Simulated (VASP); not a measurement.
# LuGeO (P-6m2) in VASP: a series of runs

LuGeO is run at these levels: PBE; tasks: single point, relaxation of cell and atoms.

Everything below comes from runs of VASP 6.6.1. Logs are shortened: lines on timing, memory, paths and dates and some standing lists are left out, and cuts for length are marked.

**1. The cell of the first run**

It takes space group P-6m2 (No. 187, hexagonal). Conventional cell: a = 3.930 Å, b = 3.930 Å, c = 3.789 Å, α = 90.00°, β = 90.00°, γ = 120.00°. Within 4.0 Å of Lu (site symmetry -6m2) lie 6 O at 2.96 Å and 6 Ge at 2.96 Å and 8 Lu at 3.79 to 3.93 Å. Within 3.0 Å of Ge (site symmetry -6m2) lie 3 O at 2.27 Å and 6 Lu at 2.96 Å. Within 3.0 Å of O (site symmetry -6m2) lie 3 Ge at 2.27 Å and 6 Lu at 2.96 Å.

The cell was built from a structure type or drawn by symmetry, and may not be a known phase.

**2. Single point, PBE**

Input file INCAR:

```
SYSTEM = LuGeO
PREC = Accurate
ENCUT = 520
EDIFF = 1E-6
ISMEAR = 0
SIGMA = 0.1
LREAL = .False.
LASPH = .True.
NELM = 100
ALGO = Normal
ISIF = 2
LWAVE = .False.
LCHARG = .True.
GGA = PE
LELF = .True.
LVHAR = .True.
NBANDS = 30
```

Input file KPOINTS:

```
regular mesh
0
Gamma
  6 6 6
  0 0 0
```

Input file POSCAR:

```
LuGeO
1.0
    3.9295215203      0.0000000028      0.0000000000
   -1.9647607626      3.4030654600      0.0000000000
    0.0000000000      0.0000000000      3.7894410601
Lu Ge O
1 1 1
Direct
    0.6666666667      0.3333333333      0.0000000000
    0.0000000000      0.0000000000      0.5000000000
    0.3333333333      0.6666666667      0.5000000000
```

Potentials or basis: VASP PAW PBE potentials, release 64 (Lu, Ge_d, O).

The run is started by

```
$ cat potpaw_PBE.64/Lu/POTCAR potpaw_PBE.64/Ge_d/POTCAR potpaw_PBE.64/O/POTCAR > POTCAR
$ mpirun -np 1 vasp_std > vasp.out
```

OUTCAR:

```text
SYSTEM = LuGeO
   PREC = Accurate
   ENCUT = 520
   EDIFF = 1E-6
   ISMEAR = 0
   LREAL = .False.
   LASPH = .True.
   NELM = 100
   ISIF = 2
   GGA = PE

 ion  position               nearest neighbor table
   1  0.667  0.333  0.000-   2 2.96   2 2.96   2 2.96   2 2.96   2 2.96   2 2.96
   2  0.000  0.000  0.500-   3 2.27   3 2.27   3 2.27   1 2.96   1 2.96   1 2.96   1 2.96   1 2.96
                             1 2.96
   3  0.333  0.667  0.500-   2 2.27   2 2.27   2 2.27

  LATTYP: Found a hexagonal cell.
 ALAT       =     3.9295215203
 C/A-ratio  =     0.9643517768

  Lattice vectors:

 A1 = (   3.9295215203,   0.0000000028,   0.0000000000)
 A2 = (  -1.9647607626,   3.4030654600,   0.0000000000)
 A3 = (   0.0000000000,   0.0000000000,   3.7894410601)

Analysis of symmetry for initial positions (statically):
=====================================================================
 Subroutine PRICEL returns:
 Original cell was already a primitive cell.

 Routine SETGRP: Setting up the symmetry group for a
 hexagonal supercell.

 Subroutine GETGRP returns: Found 12 space group operations
 (whereof 12 operations were pure point group operations)
 out of a pool of 24 trial point group operations.

The static configuration has the point symmetry D_3h.

Analysis of symmetry for dynamics (positions and initial velocities):
=====================================================================
 Subroutine PRICEL returns:
 Original cell was already a primitive cell.

 Routine SETGRP: Setting up the symmetry group for a
 hexagonal supercell.

 Subroutine GETGRP returns: Found 12 space group operations
 (whereof 12 operations were pure point group operations)
 out of a pool of 24 trial point group operations.

The dynamic configuration has the point symmetry D_3h.

 Subroutine INISYM returns: Found 12 space group operations
 (whereof 12 operations are pure point group operations),
 and found     1 'primitive' translations

----------------------------------------------------------------------------------------

                                     Primitive cell

  volume of cell :      50.6740

  direct lattice vectors                    reciprocal lattice vectors
     3.929521520  0.000000003  0.000000000     0.254483910  0.146926354  0.000000000
    -1.964760763  3.403065460  0.000000000    -0.000000000  0.293852708  0.000000000
     0.000000000  0.000000000  3.789441060     0.000000000  0.000000000  0.263891161

  length of vectors
     3.929521520  3.929521520  3.789441060     0.293852708  0.293852708  0.263891161

  position of ions in fractional coordinates (direct lattice)
     0.666666667  0.333333333  0.000000000
     0.000000000  0.000000000  0.500000000
     0.333333333  0.666666667  0.500000000

  ion indices of the primitive-cell ions
   primitive index   ion index
                 1           1
                 2           2
                 3           3

----------------------------------------------------------------------------------------

 KPOINTS: regular mesh

Automatic generation of k-mesh.
 Grid dimensions read from file:
 generate k-points for:    6    6    6

 Generating k-lattice:

  Cartesian coordinates                     Fractional coordinates (reciprocal lattice)
     0.042413985  0.024487726  0.000000000     0.166666667 -0.000000000  0.000000000
    -0.000000000  0.048975451  0.000000000     0.000000000  0.166666667  0.000000000
     0.000000000  0.000000000  0.043981860     0.000000000  0.000000000  0.166666667

  Length of vectors
     0.048975451  0.048975451  0.043981860

  Shift w.r.t. Gamma in fractional coordinates (k-lattice)
     0.000000000  0.000000000  0.000000000

 Subroutine IBZKPT returns following result:
 ===========================================

 Found     28 irreducible k-points:

 Following reciprocal coordinates:
            Coordinates               Weight
  0.000000  0.000000  0.000000      1.000000
  0.166667  0.000000  0.000000      6.000000
  0.333333 -0.000000  0.000000      6.000000
  0.500000  0.000000  0.000000      3.000000
  0.166667  0.166667  0.000000      6.000000
  0.333333  0.166667  0.000000     12.000000
[... 16 lines left out ...]
  0.166667  0.000000  0.500000      6.000000
  0.333333 -0.000000  0.500000      6.000000
 [... further k-points ...]
   k-points           NKPTS =     28   k-points in BZ     NKDIM =     28   number of bands    NBANDS=     30
   number of dos      NEDOS =    301   number of ions     NIONS =      3
   total plane-waves  NPLWV =  25200
   dimension x,y,z NGX =    30 NGY =   30 NGZ =   28
   dimension x,y,z NGXF=    60 NGYF=   60 NGZF=   56
   ions per type =               1   1   1
   NGX,Y,Z   is equivalent  to a cutoff of  12.69, 12.69, 12.28 a.u.
   NGXF,Y,Z  is equivalent  to a cutoff of  25.38, 25.38, 24.57 a.u.
 SYSTEM =  LuGeO
   PREC   = accura    normal or accurate (medium, high low for compatibility)
   ISTART =      0    job   : 0-new  1-cont  2-samecut
   ICHARG =      2    charge: 1-file 2-atom 10-const
   ISPIN  =      1    spin polarized calculation?
   LNONCOLLINEAR =      F non collinear calculations
   LSORBIT =      F    spin-orbit coupling
   LASPH  =      T    aspherical Exc in radial PAW
   ENCUT  =  520.0 eV  38.22 Ry    6.18 a.u.   7.31  7.31  7.05*2*pi/ulx,y,z
   NELM   =    100;   NELMIN=  2; NELMDL= -5     # of ELM steps
   EDIFF  = 0.1E-05   stopping-criterion for ELM
   LREAL  =      F    real-space projection
   EDIFFG = 0.1E-04   stopping-criterion for IOM
   NSW    =      0    number of steps for IOM
   IBRION =     -1    ionic relax: 0-MD 1-quasi-New 2-CG
   NFREE  =      0    steps in history (QN), initial steepest desc. (CG)
   ISIF   =      2    stress and relaxation
   ISYM   =      2    0-nonsym 1-usesym 2-fastsym
   POTIM  = 0.5000    time-step for ionic-motion
   TEBEG  =    0.0;   TEEND  =   0.0 temperature during run
   PSTRESS=    0.0 pullay stress
   NELECT =      45.0000    total number of electrons
   NUPDOWN=      -1.0000    fix difference up-down
   EMIN   =  10.00;   EMAX   =-10.00  energy-range for DOS
   EFERMI =   0.00;   METHOD = LEGACY
   ISMEAR =     0;   SIGMA  =   0.10  broadening in eV -4-tet -1-fermi 0-gaus
   EFERMI_NEDOS =   21; number of points for ismear=-14 and -15
   IALGO  =     38    algorithm
   IMIX   =      4    mixing-type and parameters
     AMIX     =   0.40;   BMIX     =  1.00
     AMIX_MAG =   1.60;   BMIX_MAG =  1.00
  volume/ion in A,a.u.               =      16.89       113.99
  Fermi-wavevector in a.u.,A,eV,Ry     =   1.573562  2.973602 33.689365  2.476098
  Thomas-Fermi vector in A             =   2.674828
   LORBIT       =      0    0 simple, 1 ext, 2 COOP (PROOUT), +10 PAW based schemes
   GGA     = PE    functional components
   LHFCALC =     F    Hartree Fock is set to
   AEXX    =    0.0000 exact exchange contribution
   IVDW    =     0    specifies the selected vdW correction
   LEPSILON=     F    determine dielectric tensor
   LRPA    =     F    only Hartree local field effects (RPA)
 non-spin polarized calculation
 Gauss-broadening in eV      SIGMA  =   0.10
  energy-cutoff  :      520.00
  volume of cell :       50.67
 maximum number of plane-waves:      1388
 NGX is ok and might be reduce to    30
   NGX = 15   NGY = 15   NGZ = 15

 number of electron      44.9999985 magnetization

 Free energy of the ion-electron system (eV)
  ---------------------------------------------------
  ext. energy  EPLUGINS =         0.00000000
  ---------------------------------------------------
  free energy    TOTEN  =       -15.92876772 eV

  energy without entropy =      -15.91905142  energy(sigma->0) =      -15.92390957

 E-fermi :   5.2492     XC(G=0): -11.4147

 val. band max:        5.2071918957   @ k =   0.1667   0.0000   0.3333
 cond. band min:       5.3020976642   @ k =   0.1667   0.0000   0.0000
 fundamental gap:      0.0949057685
 Fermi energy:         5.2491606468

 k-point     1 :       0.0000    0.0000    0.0000
  band No.  band energies     occupation
      1     -51.8738      2.00000
      2     -22.5132      2.00000
      3     -22.5132      2.00000
      4     -22.4730      2.00000
      5     -19.5875      2.00000
      6     -19.5875      2.00000
[... 22 lines left out ...]
     29       9.6436      0.00000
     30       9.6436      0.00000

 k-point     2 :       0.1667    0.0000    0.0000
  band No.  band energies     occupation
      1     -51.8731      2.00000
      2     -22.5431      2.00000
      3     -22.5193      2.00000
      4     -22.4709      2.00000
      5     -19.5926      2.00000
      6     -19.5858      2.00000
[... 22 lines left out ...]
     29       9.9530      0.00000
     30      10.6430      0.00000

 k-point     3 :       0.3333   -0.0000    0.0000
  band No.  band energies     occupation
      1     -51.8715      2.00000
      2     -22.6019      2.00000
      3     -22.5316      2.00000
      4     -22.4666      2.00000
      5     -19.6030      2.00000
      6     -19.5823      2.00000
[... 22 lines left out ...]
     29      10.7126      0.00000
     30      11.4906      0.00000

 k-point     4 :       0.5000    0.0000    0.0000
  band No.  band energies     occupation
      1     -51.8708      2.00000
      2     -22.6308      2.00000
      3     -22.5377      2.00000
      4     -22.4645      2.00000
      5     -19.6081      2.00000
      6     -19.5806      2.00000
[... 616 lines left out ...]
     29      12.4217      0.00000
     30      12.4217      0.00000

 k-point    23 :       0.1667    0.0000    0.5000
  band No.  band energies     occupation
      1     -51.8703      2.00000
      2     -22.6033      2.00000
      3     -22.5285      2.00000
      4     -22.5097      2.00000
      5     -19.5961      2.00000
      6     -19.5906      2.00000
[... 22 lines left out ...]
     29      12.4974      0.00000
     30      13.1563      0.00000

 k-point    24 :       0.3333   -0.0000    0.5000
  band No.  band energies     occupation
      1     -51.8688      2.00000
      2     -22.5863      2.00000
      3     -22.5799      2.00000
      4     -22.5239      2.00000
      5     -19.6003      2.00000
      6     -19.5849      2.00000
[... 22 lines left out ...]
     29      10.9875      0.00000
     30      12.7239      0.00000

 [... further k-points ...]

------------------------ aborting loop because EDIFF is reached ----------------------------------------

  FORCE on cell =-STRESS in cart. coord.  units (eV):
  Direction    XX          YY          ZZ          XY          YZ          ZX
  --------------------------------------------------------------------------------------
  -------------------------------------------------------------------------------------
  Total        0.0122313      0.0122313      0.1136049     -0.0000000     -0.0000000      0.0000000
  in kB        0.3867217      0.3867217      3.5918869     -0.0000000     -0.0000000      0.0000000
  external PRESSURE =       1.4551101 kB  Pullay stress =       0.0000000 kB

 VOLUME and BASIS-vectors are now :
 -----------------------------------------------------------------------------
  energy-cutoff  :      520.00
  volume of cell :       50.67
      direct lattice vectors                 reciprocal lattice vectors
     3.929521520  0.000000003  0.000000000     0.254483910  0.146926354  0.000000000
    -1.964760763  3.403065460  0.000000000    -0.000000000  0.293852708  0.000000000
     0.000000000  0.000000000  3.789441060     0.000000000  0.000000000  0.263891161

 POSITION                                       TOTAL-FORCE (eV/Angst)
 -----------------------------------------------------------------------------------
      1.96476      1.13436      0.00000        -0.000000      0.000000      0.000000
      0.00000      0.00000      1.89472         0.000000     -0.000000      0.000000
     -0.00000      2.26871      1.89472         0.000000     -0.000000      0.000000
 -----------------------------------------------------------------------------------
    total drift:                               -0.000001      0.000000      0.000000

  FREE ENERGIE OF THE ION-ELECTRON SYSTEM (eV)
  ---------------------------------------------------
  free  energy   TOTEN  =       -15.9287677169 eV

  energy  without entropy=      -15.9190514213  energy(sigma->0) =      -15.92390957
```

Wall time 56 s (1 thread of Oxide Virtual Turin-like, shared host); peak memory 0.17 GiB.

What came out:

```
Free energy            : -15.9288 eV
Pressure               : 0.1 GPa
Band gap on the k mesh : zero (an odd number of electrons rules out a gap without spin polarisation)
```

Stress tensor (GPa, compression positive):
```
0.04 0.00 0.00
0.00 0.04 0.00
0.00 0.00 0.36
```

Levels at points of the mesh, in eV from the Fermi level:
```csv
k point,band 18,band 19,band 20,band 21,band 22,band 23,band 24,band 25,band 26,band 27
"(0.00, 0.00, 0.00)",-5.79,-5.26,-5.26,-4.37,-0.95,0.51,0.51,2.19,3.13,3.20
"(0.50, 0.00, 0.00)",-5.79,-5.44,-4.35,-4.21,-0.73,-0.10,0.68,2.38,2.64,4.06
"(0.00, 0.00, 0.50)",-5.79,-5.79,-4.89,-4.89,-1.47,-0.22,-0.22,1.24,1.24,3.86
"(0.50, 0.00, 0.50)",-5.80,-5.79,-5.06,-3.50,-3.19,1.19,1.76,2.97,3.82,3.97
```

Caveat: spin-orbit coupling is left out, which moves the levels of the heavy elements; an odd number of electrons without spin polarisation forces a metal; a magnetic or distorted state may lie lower.

**3. Single point, PBE**

This run uses another cell than the first one, of 17.79 Å³/atom.

Input file INCAR:

```
SYSTEM = LuGeO
PREC     = Accurate       ! precision mode
ENCUT    = 520            ! plane-wave cutoff, eV
EDIFF    = 1E-6           ! SCF threshold, eV
ISMEAR   = 0              ! smearing method
SIGMA    = 0.1            ! smearing width, eV
LREAL    = .FALSE.        ! projectors in reciprocal space
LASPH    = .TRUE.         ! aspherical terms in the spheres
NELM     = 60             ! most SCF steps
ALGO     = Normal         ! electronic algorithm
ISIF     = 2              ! what is computed and relaxed
LWAVE    = .FALSE.        ! write WAVECAR
LCHARG   = .FALSE.        ! write CHGCAR
GGA      = PE             ! functional
NBANDS   = 30             ! bands
```

Input file KPOINTS:

```
Automatic mesh
0
G
  6 6 6
  0 0 0
```

Input file POSCAR:

```
LuGeO
1.0
    4.0979816700      0.0000000000      0.0000000000
   -2.0489908400      3.5489562300      0.0000000000
    0.0000000000      0.0000000000      3.6689822000
Lu Ge O
1 1 1
Direct
    0.6666666700      0.3333333300      0.0000000000
    0.0000000000      0.0000000000      0.5000000000
    0.3333333300      0.6666666700      0.5000000000
```

Potentials or basis: VASP PAW PBE potentials, release 64 (Lu, Ge_d, O).

The run is started by

```
$ cat potpaw_PBE.64/Lu/POTCAR potpaw_PBE.64/Ge_d/POTCAR potpaw_PBE.64/O/POTCAR > POTCAR
$ mpirun -np 1 vasp_std > vasp.out
```

It took 57 s on 1 thread of Oxide Virtual Turin-like, shared host; peak memory 0.17 GiB.

The run converged. Its results:

- Free energy: -15.8740 eV
- Pressure: -4.2 GPa
- Band gap on the k mesh: zero (an odd number of electrons rules out a gap without spin polarisation)

Stress tensor (GPa, compression positive):
```
-4.91  0.00  0.00
 0.00 -4.91  0.00
 0.00  0.00 -2.83
```

Levels at points of the mesh, in eV from the Fermi level:
```tsv
k point	band 19	band 20	band 21	band 22	band 23	band 24	band 25	band 26
(0.00, 0.00, 0.00)	-4.76	-4.76	-3.60	-0.52	0.38	0.38	2.55	2.92
(0.50, 0.00, 0.00)	-4.99	-4.16	-3.59	-0.67	0.51	0.82	1.84	2.94
(0.00, 0.00, 0.50)	-5.77	-4.33	-4.33	-1.33	-0.36	-0.36	1.36	1.36
(0.50, 0.00, 0.50)	-5.35	-4.53	-3.33	-3.00	0.99	1.55	2.87	3.69
```

Caveat: the cell stands under tension; spin-orbit coupling is left out, which moves the levels of the heavy elements; an odd number of electrons without spin polarisation forces a metal; a magnetic or distorted state may lie lower.

**4. Relaxation of cell and atoms, PBE**

This run uses another cell than the first one, of 17.79 Å³/atom.

Input file INCAR:

```
SYSTEM = LuGeO
PREC     = Accurate       ! precision mode
ENCUT    = 600            ! plane-wave cutoff, eV
EDIFF    = 1E-6           ! SCF threshold, eV
ISMEAR   = 0              ! smearing method
SIGMA    = 0.1            ! smearing width, eV
LREAL    = .FALSE.        ! projectors in reciprocal space
LASPH    = .TRUE.         ! aspherical terms in the spheres
NELM     = 100            ! most SCF steps
ALGO     = Normal         ! electronic algorithm
ISIF     = 3              ! what is computed and relaxed
LWAVE    = .FALSE.        ! write WAVECAR
LCHARG   = .FALSE.        ! write CHGCAR
GGA      = PE             ! functional
IBRION   = 2              ! ionic algorithm
NSW      = 90             ! ionic steps
EDIFFG   = -0.04          ! ionic threshold
```

KPOINTS is that of step 3.

POSCAR is that of step 3.

The run is started by

```
$ cat potpaw_PBE.64/Lu/POTCAR potpaw_PBE.64/Ge_d/POTCAR potpaw_PBE.64/O/POTCAR > POTCAR
$ mpirun -np 1 vasp_std > vasp.out
```

It took 17 min on 1 thread of Oxide Virtual Turin-like, shared host; peak memory 0.21 GiB.

It converged, with:

```
Free energy                           : -15.9331 eV
Relaxed volume                        : 16.98 Å³/atom
Relaxed cell                          : a = 3.927 Å, b = 3.927 Å, c = 3.815 Å, α = 90.00°, β = 90.00°, γ = 120.00°
Space group after relaxing (to 0.1 Å) : P-6m2 (No. 187)
Energy gained by relaxing             : 19.2 meV/atom
Ionic steps                           : 16
Pressure after relaxing               : -0.2 GPa
Band gap on the k mesh                : zero (an odd number of electrons rules out a gap without spin polarisation)
```

Stress tensor (GPa, compression positive):
```
-0.19  0.00  0.00
 0.00 -0.19  0.00
 0.00  0.00 -0.28
```

Step by step:
```
step  energy change (eV)  largest force (eV/Å)  pressure (GPa)  volume (Å³)
   1              0.0000                0.0000           -4.22        53.36
   2             -0.0360                0.0000            1.50        49.82
   3             -0.0396                0.0000            0.15        50.60
   4             -0.0396                0.0000            0.10        50.66
   5             -0.0396                0.0000            0.01        50.71
   6             -0.0402                0.0000           -0.07        50.75
   7             -0.0420                0.0000           -0.26        50.87
   8             -0.0509                0.0000           -0.65        51.09
   9             -0.0538                0.0000           -0.90        51.47
  10             -0.0562                0.0000           -0.94        51.32
  11             -0.0567                0.0000           -0.79        51.26
  12             -0.0570                0.0000           -0.60        51.14
  13             -0.0570                0.0000           -0.47        51.12
  14             -0.0570                0.0000           -0.46        51.13
  15             -0.0572                0.0000           -0.40        51.08
  16             -0.0576                0.0000           -0.22        50.95
```

Final structure:
```cif
data_structure
_symmetry_space_group_name_H-M 'P 1'
_symmetry_Int_Tables_number 1
_cell_length_a 3.9271
_cell_length_b 3.9271
_cell_length_c 3.8148
_cell_angle_alpha 90.000
_cell_angle_beta 90.000
_cell_angle_gamma 120.000
_cell_volume 50.95
loop_
_atom_site_label
_atom_site_type_symbol
_atom_site_fract_x
_atom_site_fract_y
_atom_site_fract_z
_atom_site_occupancy
Lu1 Lu 0.66667 0.33333 0.00000 1
Ge1 Ge 0.00000 0.00000 0.50000 1
O1 O 0.33333 0.66667 0.50000 1
```

Levels at points of the mesh, in eV from the Fermi level:
```csv
k point,band 20,band 21,band 22,band 23,band 24,band 25
"(0.00, 0.00, 0.00)",-5.25,-4.39,-0.98,0.53,0.53,2.13
"(0.50, 0.00, 0.00)",-4.37,-4.19,-0.74,-0.15,0.66,2.41
"(0.00, 0.00, 0.50)",-4.89,-4.89,-1.47,-0.19,-0.19,1.24
"(0.50, 0.00, 0.50)",-5.05,-3.48,-3.19,1.19,1.77,2.93
```

Caveat: spin-orbit coupling is left out, which moves the levels of the heavy elements; an odd number of electrons without spin polarisation forces a metal; a magnetic or distorted state may lie lower.

(Part 1 of 2 ends here.)
